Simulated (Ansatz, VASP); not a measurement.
## In3As: VASP beside Ansatz

```xyz
4
Lattice="4.7332 0.0000 0.0000 0.0000 4.7332 0.0000 0.0000 0.0000 4.7332" Properties=species:S:1:pos:R:3 pbc="T T T"
In    2.3666    2.3666    0.0000
In    2.3666    0.0000    2.3666
In    0.0000    2.3666    2.3666
As    0.0000    0.0000    0.0000
```

Change from the starting cell: volume scaled by 1.04.

Alike in both runs: task single point; functional LDA; k mesh 6 × 6 × 6; occupations fermi-dirac, width 0.05 eV; no spin polarisation.

```csv
,VASP,Ansatz
version,VASP 6.6.1,Ansatz 0.2.0
potentials or method,"VASP PAW LDA potentials, release 64 (In_d, As), cutoff 520 eV","all-electron LAPW, scalar-relativistic"
```

|  | VASP | Ansatz | Ansatz less VASP |
| --- | --- | --- | --- |
| gap on the k mesh at the Fermi level (eV) | none | none | - |
| pressure (GPa) | -5.1 | -5.1 | 0.00 |

LDA's correlation is that of Perdew and Zunger in VASP and of Perdew and Wang (1992) in Ansatz. A gap of «none» marks a metal or a gap that the smearing closes. Ansatz ran all-electron here, and VASP with PAW potentials.
